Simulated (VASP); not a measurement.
# CaBN (P4/nmm) in VASP: single point with PBE

Aim: the single point of CaBN with PBE.

Everything below comes from runs of VASP 6.6.1. Logs are shortened: lines on timing, memory, paths and dates and some standing lists are left out, and cuts for length are marked.

## Step 1: The cell of the first run

The structure is tetragonal, space group P4/nmm (No. 129). Conventional cell: a = 3.334 Å, b = 3.334 Å, c = 7.058 Å, α = 90.00°, β = 90.00°, γ = 90.00°. B (site symmetry 4mm) has 1 N at 1.74 Å within 2.3 Å. Ca (site symmetry 4mm) has 5 N at 2.26 to 2.36 Å and 5 B at 3.01 to 3.06 Å and 4 Ca at 3.17 Å within 3.2 Å. Within 2.4 Å of N (site symmetry 4mm) lie 1 B at 1.74 Å and 5 Ca at 2.26 to 2.36 Å.

## Step 2: Single point, PBE

The input, INCAR:

```
SYSTEM = CaBN
ALGO = Normal
EDIFF = 1E-6
ENCUT = 520
GGA = PE
ISIF = 2
ISMEAR = -1
LASPH = .True.
LCHARG = .False.
LREAL = .False.
LWAVE = .False.
NBANDS = 27
NELM = 60
PREC = Accurate
SIGMA = 0.1
```

The input, KPOINTS:

```
k-points
0
Gamma
  10 10 5
  0 0 0
```

The input, POSCAR:

```
CaBN
1.0
    3.3336530000      0.0000000000      0.0000000000
    0.0000000000      3.3336530000      0.0000000000
    0.0000000000      0.0000000000      7.0576320000
B Ca N
2 2 2
Direct
    0.0000000000      0.5000000000      0.0839000000
    0.5000000000      0.0000000000      0.9161000000
    0.0000000000      0.5000000000      0.6503000000
    0.5000000000      0.0000000000      0.3497000000
    0.0000000000      0.5000000000      0.3300000000
    0.5000000000      0.0000000000      0.6700000000
```

Potentials or basis: VASP PAW PBE potentials, release 64 (B, Ca_sv, N).

Launch:

```sh
> cat potpaw_PBE.64/B/POTCAR potpaw_PBE.64/Ca_sv/POTCAR potpaw_PBE.64/N/POTCAR > POTCAR
> mpirun -np 1 vasp_std > vasp.out
```

OUTCAR:

```text
SYSTEM = CaBN
   EDIFF = 1E-6
   ENCUT = 520
   GGA = PE
   ISIF = 2
   ISMEAR = -1
   LASPH = .True.
   LREAL = .False.
   NELM = 60
   PREC = Accurate

 ion  position               nearest neighbor table
   1  0.000  0.500  0.084-   5 1.74
   2  0.500  0.000  0.916-   6 1.74
   3  0.000  0.500  0.650-   5 2.26   6 2.36   6 2.36   6 2.36   6 2.36   4 3.17   4 3.17   4 3.17
                             4 3.17
   4  0.500  0.000  0.350-   6 2.26   5 2.36   5 2.36   5 2.36   5 2.36   3 3.17   3 3.17   3 3.17
                             3 3.17
   5  0.000  0.500  0.330-   1 1.74   3 2.26   4 2.36   4 2.36   4 2.36   4 2.36
   6  0.500  0.000  0.670-   2 1.74   4 2.26   3 2.36   3 2.36   3 2.36   3 2.36

  LATTYP: Found a simple tetragonal cell.
 ALAT       =     3.3336530000
 C/A-ratio  =     2.1170865714

  Lattice vectors:

 A1 = (   3.3336530000,   0.0000000000,   0.0000000000)
 A2 = (   0.0000000000,   3.3336530000,   0.0000000000)
 A3 = (   0.0000000000,   0.0000000000,   7.0576320000)

Analysis of symmetry for initial positions (statically):
=====================================================================
 Subroutine PRICEL returns:
 Original cell was already a primitive cell.

 Routine SETGRP: Setting up the symmetry group for a
 simple tetragonal supercell.

 Subroutine GETGRP returns: Found 16 space group operations
 (whereof  8 operations were pure point group operations)
 out of a pool of 16 trial point group operations.

The static configuration has the point symmetry D_2d.
 The point group associated with its full space group is D_4h.

Analysis of symmetry for dynamics (positions and initial velocities):
=====================================================================
 Subroutine PRICEL returns:
 Original cell was already a primitive cell.

 Routine SETGRP: Setting up the symmetry group for a
 simple tetragonal supercell.

 Subroutine GETGRP returns: Found 16 space group operations
 (whereof  8 operations were pure point group operations)
 out of a pool of 16 trial point group operations.

The dynamic configuration has the point symmetry D_2d.
 The point group associated with its full space group is D_4h.

 Subroutine INISYM returns: Found 16 space group operations
 (whereof  8 operations are pure point group operations),
 and found     1 'primitive' translations

----------------------------------------------------------------------------------------

                                     Primitive cell

  volume of cell :      78.4332

  direct lattice vectors                    reciprocal lattice vectors
     3.333653000  0.000000000  0.000000000     0.299971233  0.000000000  0.000000000
     0.000000000  3.333653000  0.000000000     0.000000000  0.299971233  0.000000000
     0.000000000  0.000000000  7.057632000     0.000000000  0.000000000  0.141690584

  length of vectors
     3.333653000  3.333653000  7.057632000     0.299971233  0.299971233  0.141690584

  position of ions in fractional coordinates (direct lattice)
     0.000000000  0.500000000  0.083900000
     0.500000000  0.000000000  0.916100000
     0.000000000  0.500000000  0.650300000
     0.500000000  0.000000000  0.349700000
     0.000000000  0.500000000  0.330000000
     0.500000000  0.000000000  0.670000000

  ion indices of the primitive-cell ions
   primitive index   ion index
                 1           1
                 2           2
                 3           3
                 4           4
                 5           5
                 6           6

----------------------------------------------------------------------------------------

 KPOINTS: k-points

Automatic generation of k-mesh.
 Grid dimensions read from file:
 generate k-points for:   10   10    5

 Generating k-lattice:

  Cartesian coordinates                     Fractional coordinates (reciprocal lattice)
     0.029997123  0.000000000  0.000000000     0.100000000  0.000000000  0.000000000
     0.000000000  0.029997123  0.000000000     0.000000000  0.100000000  0.000000000
     0.000000000  0.000000000  0.028338117     0.000000000  0.000000000  0.200000000

  Length of vectors
     0.029997123  0.029997123  0.028338117

  Shift w.r.t. Gamma in fractional coordinates (k-lattice)
     0.000000000  0.000000000  0.000000000

 Subroutine IBZKPT returns following result:
 ===========================================

 Found     63 irreducible k-points:

 Following reciprocal coordinates:
            Coordinates               Weight
  0.000000  0.000000  0.000000      1.000000
  0.100000  0.000000  0.000000      4.000000
  0.200000  0.000000  0.000000      4.000000
  0.300000  0.000000  0.000000      4.000000
  0.400000  0.000000  0.000000      4.000000
  0.500000  0.000000  0.000000      2.000000
[... 16 lines left out ...]
  0.100000  0.000000  0.200000      8.000000
  0.200000  0.000000  0.200000      8.000000
 [... further k-points ...]
   k-points           NKPTS =     63   k-points in BZ     NKDIM =     63   number of bands    NBANDS=     27
   number of dos      NEDOS =    301   number of ions     NIONS =      6
   total plane-waves  NPLWV =  42336
   dimension x,y,z NGX =    28 NGY =   28 NGZ =   54
   dimension x,y,z NGXF=    56 NGYF=   56 NGZF=  108
   ions per type =               2   2   2
   NGX,Y,Z   is equivalent  to a cutoff of  13.96, 13.96, 12.72 a.u.
   NGXF,Y,Z  is equivalent  to a cutoff of  27.93, 27.93, 25.44 a.u.
 SYSTEM =  CaBN
   PREC   = accura    normal or accurate (medium, high low for compatibility)
   ISTART =      0    job   : 0-new  1-cont  2-samecut
   ICHARG =      2    charge: 1-file 2-atom 10-const
   ISPIN  =      1    spin polarized calculation?
   LNONCOLLINEAR =      F non collinear calculations
   LSORBIT =      F    spin-orbit coupling
   LASPH  =      T    aspherical Exc in radial PAW
   ENCUT  =  520.0 eV  38.22 Ry    6.18 a.u.   6.20  6.20 13.12*2*pi/ulx,y,z
   NELM   =     60;   NELMIN=  2; NELMDL= -5     # of ELM steps
   EDIFF  = 0.1E-05   stopping-criterion for ELM
   LREAL  =      F    real-space projection
   EDIFFG = 0.1E-04   stopping-criterion for IOM
   NSW    =      0    number of steps for IOM
   IBRION =     -1    ionic relax: 0-MD 1-quasi-New 2-CG
   NFREE  =      0    steps in history (QN), initial steepest desc. (CG)
   ISIF   =      2    stress and relaxation
   ISYM   =      2    0-nonsym 1-usesym 2-fastsym
   POTIM  = 0.5000    time-step for ionic-motion
   TEBEG  =    0.0;   TEEND  =   0.0 temperature during run
   PSTRESS=    0.0 pullay stress
   NELECT =      36.0000    total number of electrons
   NUPDOWN=      -1.0000    fix difference up-down
   EMIN   =  10.00;   EMAX   =-10.00  energy-range for DOS
   EFERMI =   0.00;   METHOD = LEGACY
   ISMEAR =    -1;   SIGMA  =   0.10  broadening in eV -4-tet -1-fermi 0-gaus
   EFERMI_NEDOS =   21; number of points for ismear=-14 and -15
   IALGO  =     38    algorithm
   IMIX   =      4    mixing-type and parameters
     AMIX     =   0.40;   BMIX     =  1.00
     AMIX_MAG =   1.60;   BMIX_MAG =  1.00
  volume/ion in A,a.u.               =      13.07        88.22
  Fermi-wavevector in a.u.,A,eV,Ry     =   1.262823  2.386389 21.697501  1.594721
  Thomas-Fermi vector in A             =   2.396211
   LORBIT       =      0    0 simple, 1 ext, 2 COOP (PROOUT), +10 PAW based schemes
   GGA     = PE    functional components
   LHFCALC =     F    Hartree Fock is set to
   AEXX    =    0.0000 exact exchange contribution
   IVDW    =     0    specifies the selected vdW correction
   LEPSILON=     F    determine dielectric tensor
   LRPA    =     F    only Hartree local field effects (RPA)
 non-spin polarized calculation
  energy-cutoff  :      520.00
  volume of cell :       78.43
 maximum number of plane-waves:      2132
 NGX is ok and might be reduce to    28
   NGX = 13   NGY = 13   NGZ = 27

 number of electron      35.9999996 magnetization

 Free energy of the ion-electron system (eV)
  ---------------------------------------------------
  ext. energy  EPLUGINS =         0.00000000
  ---------------------------------------------------
  free energy    TOTEN  =       -33.91886892 eV

  energy without entropy =      -33.88312647  energy(sigma->0) =      -33.90099769

 E-fermi :   3.6839     XC(G=0): -10.4998

 val. band max:        3.6644153131   @ k =   0.2000   0.0000   0.4000
 cond. band min:       3.6980457906   @ k =   0.2000   0.1000   0.4000
 fundamental gap:      0.0336304775
 Fermi energy:         3.6839421248

 k-point     1 :       0.0000    0.0000    0.0000
  band No.  band energies     occupation
      1     -35.0426      2.00000
      2     -34.8905      2.00000
      3     -16.5174      2.00000
      4     -16.0845      2.00000
      5     -16.0333      2.00000
      6     -16.0333      2.00000
[... 19 lines left out ...]
     26       9.8477      0.00000
     27       9.8615      0.00000

 k-point     2 :       0.1000    0.0000    0.0000
  band No.  band energies     occupation
      1     -35.0345      2.00000
      2     -34.8898      2.00000
      3     -16.5177      2.00000
      4     -16.2223      2.00000
      5     -16.0199      2.00000
      6     -15.9581      2.00000
[... 19 lines left out ...]
     26       9.8725      0.00000
     27       9.9156      0.00000

 k-point     3 :       0.2000    0.0000    0.0000
  band No.  band energies     occupation
      1     -35.0123      2.00000
      2     -34.8889      2.00000
      3     -16.5383      2.00000
      4     -16.4240      2.00000
      5     -15.9830      2.00000
      6     -15.9758      2.00000
[... 19 lines left out ...]
     26       9.9641      0.00000
     27      10.0690      0.00000

 k-point     4 :       0.3000    0.0000    0.0000
  band No.  band energies     occupation
      1     -34.9813      2.00000
      2     -34.8913      2.00000
      3     -16.6210      2.00000
      4     -16.6202      2.00000
      5     -16.0547      2.00000
      6     -15.9312      2.00000
[... 19 lines left out ...]
     26      10.2944      0.00000
     27      10.4389      0.00000
[... 516 lines left out ...]
      4     -16.0883      2.00000
      5     -16.0331      2.00000
      6     -16.0331      2.00000
[... 19 lines left out ...]
     26       9.8782      0.00000
     27      10.1741      0.00000

 k-point    23 :       0.1000    0.0000    0.2000
  band No.  band energies     occupation
      1     -35.0345      2.00000
      2     -34.8898      2.00000
      3     -16.5156      2.00000
      4     -16.2244      2.00000
      5     -16.0198      2.00000
      6     -15.9593      2.00000
[... 19 lines left out ...]
     26      10.1193      0.00000
     27      10.3946      0.00000

 k-point    24 :       0.2000    0.0000    0.2000
  band No.  band energies     occupation
      1     -35.0123      2.00000
      2     -34.8889      2.00000
      3     -16.5373      2.00000
      4     -16.4258      2.00000
      5     -15.9829      2.00000
      6     -15.9746      2.00000
[... 19 lines left out ...]
     26      10.1073      0.00000
     27      10.3013      0.00000

 [... further k-points ...]
[... 5 lines left out ...]
  --------------------------------------------------------------------------------------
  -------------------------------------------------------------------------------------
  Total        5.6016252      5.6016252    -17.1336473      0.0000000      0.0000000      0.0000000
  in kB      114.4260306    114.4260306   -349.9940106      0.0000000      0.0000000      0.0000000
  external PRESSURE =     -40.3806498 kB  Pullay stress =       0.0000000 kB

 VOLUME and BASIS-vectors are now :
 -----------------------------------------------------------------------------
  energy-cutoff  :      520.00
  volume of cell :       78.43
      direct lattice vectors                 reciprocal lattice vectors
     3.333653000  0.000000000  0.000000000     0.299971233  0.000000000  0.000000000
     0.000000000  3.333653000  0.000000000     0.000000000  0.299971233  0.000000000
     0.000000000  0.000000000  7.057632000     0.000000000  0.000000000  0.141690584

 POSITION                                       TOTAL-FORCE (eV/Angst)
 -----------------------------------------------------------------------------------
      0.00000      1.66683      0.59214         0.000000      0.000000      3.646872
      1.66683      0.00000      6.46550        -0.000000      0.000000     -3.646872
      0.00000      1.66683      4.58958        -0.000000      0.000000      1.996174
      1.66683      0.00000      2.46805         0.000000      0.000000     -1.996174
      0.00000      1.66683      2.32902         0.000000      0.000000     -5.890656
      1.66683      0.00000      4.72861        -0.000000      0.000000      5.890656
 -----------------------------------------------------------------------------------
    total drift:                                0.000000      0.000000     -0.000000

  FREE ENERGIE OF THE ION-ELECTRON SYSTEM (eV)
  ---------------------------------------------------
  free  energy   TOTEN  =       -33.9188689205 eV

  energy  without entropy=      -33.8831264657  energy(sigma->0) =      -33.90099769
```

It took 4.2 min on 1 thread of AMD EPYC 7R43 (Zen 3), shared host; peak memory 0.24 GiB.

Results:

- Free energy: -33.9189 eV
- Pressure: -4.0 GPa
- Largest force: 5.891 eV/Å
- Band gap on the k mesh: zero (bands 18 and 19 overlap by 2.85 eV)

Forces on the atoms (eV/Å):
```
B    0.000  0.000  3.647
B    0.000  0.000 -3.647
Ca   0.000  0.000  1.996
Ca   0.000  0.000 -1.996
N    0.000  0.000 -5.891
N    0.000  0.000  5.891
```

Stress tensor (GPa, compression positive):
```
 11.44   0.00   0.00
  0.00  11.44   0.00
  0.00   0.00 -35.00
```

Caveat: the cell stands under tension; forces of over 1 eV/Å act on the atoms, so gaps and moduli don't describe the material at rest.
